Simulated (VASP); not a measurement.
# ErTmN2 (P4/mmm) in VASP: single point with r2SCAN

Aim: the single point of ErTmN2 with r2SCAN.

All numbers are computed with VASP 6.6.1; they aren't measurements. Logs are shortened: lines on timing, memory, paths and dates and some standing lists are left out, and cuts for length are marked.

## Step 1: The cell of the first run

The structure is tetragonal, space group P4/mmm (No. 123). Conventional cell: a = 3.412 Å, b = 3.412 Å, c = 4.825 Å, α = 90.00°, β = 90.00°, γ = 90.00°. Within 3.2 Å of Er (site symmetry 4/mmm) lie 6 N at 2.41 Å. Tm (site symmetry 4/mmm) has 6 N at 2.41 Å within 3.2 Å. Within 3.2 Å of N (site symmetry 4/mmm) lie 2 Er at 2.41 Å and 4 Tm at 2.41 Å. Within 3.2 Å of N (site symmetry 4/mmm) lie 4 Er at 2.41 Å and 2 Tm at 2.41 Å.

## Step 2: Single point, r2SCAN

POSCAR

```
ErTmN2
1.0
    4.8250000000      0.0000000000      0.0000000000
    0.0000000000      4.8250000000      0.0000000000
    0.0000000000      0.0000000000      4.8250000000
Er Tm N
2 2 4
Direct
    0.0000000000      0.0000000000      0.0000000000
    0.0000000000      0.5000000000      0.5000000000
    0.5000000000      0.0000000000      0.5000000000
    0.5000000000      0.5000000000      0.0000000000
    0.5000000000      0.5000000000      0.5000000000
    0.5000000000      0.0000000000      0.0000000000
    0.0000000000      0.5000000000      0.0000000000
    0.0000000000      0.0000000000      0.5000000000
```

INCAR.step1

```
PREC = Accurate
ENCUT = 800
ISMEAR = -1
SIGMA = 0.1
LREAL = F
LASPH = T
NELM = 200
NBANDS = 65
GGA = PE
ALGO = Normal
EDIFF = 1E-5
LWAVE = T
LCHARG = F
GGA_COMPAT = F
LMAXMIX = 6
```

INCAR.step2

```
PREC = Accurate
ENCUT = 800
EDIFF = 1E-6
ISMEAR = -1
SIGMA = 0.1
LREAL = F
LASPH = T
NELM = 200
ALGO = Normal
ISIF = 2
LWAVE = F
LCHARG = T
METAGGA = R2SCAN
LMIXTAU = T
LELF = T
LVHAR = T
NBANDS = 65
ISTART = 1
GGA_COMPAT = F
LMAXMIX = 6
```

KPOINTS

```
Automatic mesh
0
Gamma
  1 1 1
```

Potentials or basis: VASP PAW PBE potentials, release 64 (Er, Tm, N).

Started as:

```console
cat potpaw_PBE.64/Er/POTCAR potpaw_PBE.64/Tm/POTCAR potpaw_PBE.64/N/POTCAR > POTCAR
cp INCAR.step1 INCAR
mpirun -np 1 vasp_gam > vasp.out
cp INCAR.step2 INCAR
mpirun -np 1 vasp_gam > vasp.out
```

OUTCAR:

```text
PREC = Accurate
   ENCUT = 800
   EDIFF = 1E-6
   ISMEAR = -1
   LREAL = F
   LASPH = T
   NELM = 200
   ISIF = 2
   METAGGA = R2SCAN
   ISTART = 1

 ion  position               nearest neighbor table
   1  0.000  0.000  0.000-   6 2.41   7 2.41   8 2.41   8 2.41   7 2.41   6 2.41   2 3.41   3 3.41
                             2 3.41   2 3.41   4 3.41   3 3.41   2 3.41   3 3.41   4 3.41   4 3.41
   2  0.000  0.500  0.500-   5 2.41   7 2.41   8 2.41   7 2.41   8 2.41   5 2.41   1 3.41   4 3.41
                             1 3.41   1 3.41   3 3.41   3 3.41   1 3.41   3 3.41   4 3.41   4 3.41
   3  0.500  0.000  0.500-   5 2.41   6 2.41   8 2.41   6 2.41   5 2.41   8 2.41   1 3.41   4 3.41
                             1 3.41   2 3.41   4 3.41   2 3.41   4 3.41   1 3.41   2 3.41   4 3.41
   4  0.500  0.500  0.000-   5 2.41   6 2.41   7 2.41   5 2.41   6 2.41   7 2.41   2 3.41   3 3.41
                             1 3.41   1 3.41   3 3.41   2 3.41   3 3.41   1 3.41   2 3.41   3 3.41
   5  0.500  0.500  0.500-   2 2.41   3 2.41   4 2.41   4 2.41   3 2.41   2 2.41
   6  0.500  0.000  0.000-   1 2.41   3 2.41   4 2.41   3 2.41   4 2.41   1 2.41
   7  0.000  0.500  0.000-   1 2.41   2 2.41   4 2.41   2 2.41   1 2.41   4 2.41
   8  0.000  0.000  0.500-   1 2.41   2 2.41   3 2.41   1 2.41   2 2.41   3 2.41

  LATTYP: Found a simple cubic cell.
 ALAT       =     4.8250000000

  Lattice vectors:

 A1 = (   4.8250000000,   0.0000000000,   0.0000000000)
 A2 = (   0.0000000000,   4.8250000000,   0.0000000000)
 A3 = (   0.0000000000,   0.0000000000,   4.8250000000)

Analysis of symmetry for initial positions (statically):
=====================================================================
 Subroutine PRICEL returns following result:

  LATTYP: Found a simple tetragonal cell.
 ALAT       =     3.4117902192
 C/A-ratio  =     1.4142135624

  Lattice vectors:

 A1 = (   0.0000000000,   2.4125000000,  -2.4125000000)
 A2 = (   0.0000000000,   2.4125000000,   2.4125000000)
 A3 = (   4.8250000000,   0.0000000000,   0.0000000000)

   2 primitive cells build up your supercell.

 Routine SETGRP: Setting up the symmetry group for a
 simple cubic supercell.

 Subroutine GETGRP returns: Found 16 space group operations
 (whereof 16 operations were pure point group operations)
 out of a pool of 48 trial point group operations.

The static configuration has the point symmetry D_4h.

Analysis of symmetry for dynamics (positions and initial velocities):
=====================================================================
 Subroutine PRICEL returns following result:
[... 106 lines left out ...]
   ISIF   =      2    stress and relaxation
   ISYM   =      2    0-nonsym 1-usesym 2-fastsym
   POTIM  = 0.5000    time-step for ionic-motion
   TEBEG  =    0.0;   TEEND  =   0.0 temperature during run
   PSTRESS=    0.0 pullay stress
   NELECT =     110.0000    total number of electrons
   NUPDOWN=      -1.0000    fix difference up-down
   EMIN   =  10.00;   EMAX   =-10.00  energy-range for DOS
   EFERMI =   0.00;   METHOD = LEGACY
   ISMEAR =    -1;   SIGMA  =   0.10  broadening in eV -4-tet -1-fermi 0-gaus
   EFERMI_NEDOS =   21; number of points for ismear=-14 and -15
   IALGO  =     38    algorithm
   IMIX   =      4    mixing-type and parameters
     AMIX     =   0.40;   BMIX     =  1.00
     AMIX_MAG =   1.60;   BMIX_MAG =  1.00
  volume/ion in A,a.u.               =      14.04        94.75
  Fermi-wavevector in a.u.,A,eV,Ry     =   1.625705  3.072137 35.959065  2.642917
  Thomas-Fermi vector in A             =   2.718784
   LORBIT       =      0    0 simple, 1 ext, 2 COOP (PROOUT), +10 PAW based schemes
   METAGGA = R2SCAN    functional components
   LHFCALC =     F    Hartree Fock is set to
   AEXX    =    0.0000 exact exchange contribution
   IVDW    =     0    specifies the selected vdW correction
   LEPSILON=     F    determine dielectric tensor
   LRPA    =     F    only Hartree local field effects (RPA)
 non-spin polarized calculation
  energy-cutoff  :      800.00
  volume of cell :      112.33
 maximum number of plane-waves:      2872
 NGX is ok and might be reduce to    48
   NGX = 23   NGY = 23   NGZ = 23

 number of electron     110.0000018 magnetization

 Free energy of the ion-electron system (eV)
  ---------------------------------------------------
  ext. energy  EPLUGINS =         0.00000000
  ---------------------------------------------------
  free energy    TOTEN  =      -163.37399021 eV

  energy without entropy =     -162.03230197  energy(sigma->0) =     -162.70314609

 E-fermi :   3.9849     XC(G=0): -12.8161

 val. band max:        3.6890106886   @ k =   0.0000   0.0000   0.0000
 cond. band min:       3.9850376339   @ k =   0.0000   0.0000   0.0000
 fundamental gap:      0.2960269453
 Fermi energy:         3.9848741585

 k-point     1 :       0.0000    0.0000    0.0000
  band No.  band energies     occupation
      1     -47.3186      2.00000
      2     -47.2736      2.00000
      3     -45.5356      2.00000
      4     -45.4842      2.00000
      5     -20.2800      2.00000
      6     -20.2800      2.00000
[... 57 lines left out ...]
     64       7.4605      0.00000
     65       7.4716      0.00000

------------------------ aborting loop because EDIFF is reached ----------------------------------------

  FORCE on cell =-STRESS in cart. coord.  units (eV):
  Direction    XX          YY          ZZ          XY          YZ          ZX
  --------------------------------------------------------------------------------------
  -------------------------------------------------------------------------------------
  Total       16.1090884     16.1862476     16.1862476      0.0000000      0.0000000      0.0000000
  in kB      229.7680266    230.8685680    230.8685680      0.0000000      0.0000000      0.0000000
  external PRESSURE =     230.5017209 kB  Pullay stress =       0.0000000 kB

 VOLUME and BASIS-vectors are now :
 -----------------------------------------------------------------------------
  energy-cutoff  :      800.00
  volume of cell :      112.33
      direct lattice vectors                 reciprocal lattice vectors
     4.825000000  0.000000000  0.000000000     0.207253886  0.000000000  0.000000000
     0.000000000  4.825000000  0.000000000     0.000000000  0.207253886  0.000000000
     0.000000000  0.000000000  4.825000000     0.000000000  0.000000000  0.207253886

 POSITION                                       TOTAL-FORCE (eV/Angst)
 -----------------------------------------------------------------------------------
      0.00000      0.00000      0.00000         0.000000      0.000000      0.000000
      0.00000      2.41250      2.41250         0.000000      0.000000      0.000000
      2.41250      0.00000      2.41250        -0.000000      0.000000      0.000000
      2.41250      2.41250      0.00000        -0.000000      0.000000      0.000000
      2.41250      2.41250      2.41250        -0.000000     -0.000000     -0.000000
      2.41250      0.00000      0.00000        -0.000000      0.000000     -0.000000
      0.00000      2.41250      0.00000        -0.000000      0.000000      0.000000
      0.00000      0.00000      2.41250        -0.000000      0.000000      0.000000
 -----------------------------------------------------------------------------------
    total drift:                                0.000000      0.000000     -0.000000

  FREE ENERGIE OF THE ION-ELECTRON SYSTEM (eV)
  ---------------------------------------------------
  free  energy   TOTEN  =      -163.3739902078 eV

  energy  without entropy=     -162.0323019672  energy(sigma->0) =     -162.70314609
```

Wall time 27 min (1 thread of Intel Xeon 8259CL, shared host); peak memory 0.39 GiB.

Results:

* Free energy: -163.3740 eV
* Pressure: 23.1 GPa

Stress tensor (GPa, compression positive):
```
22.98  0.00  0.00
 0.00 23.09  0.00
 0.00  0.00 23.09
```

Caveat: the k points lie up to 1.30 Å⁻¹ apart; the PAW data sets were made with another functional, which shifts forces and pressure a little; spin-orbit coupling is left out, which moves the levels of the heavy elements; semilocal functionals describe open f shells poorly, which spoils levels, moments and volumes.
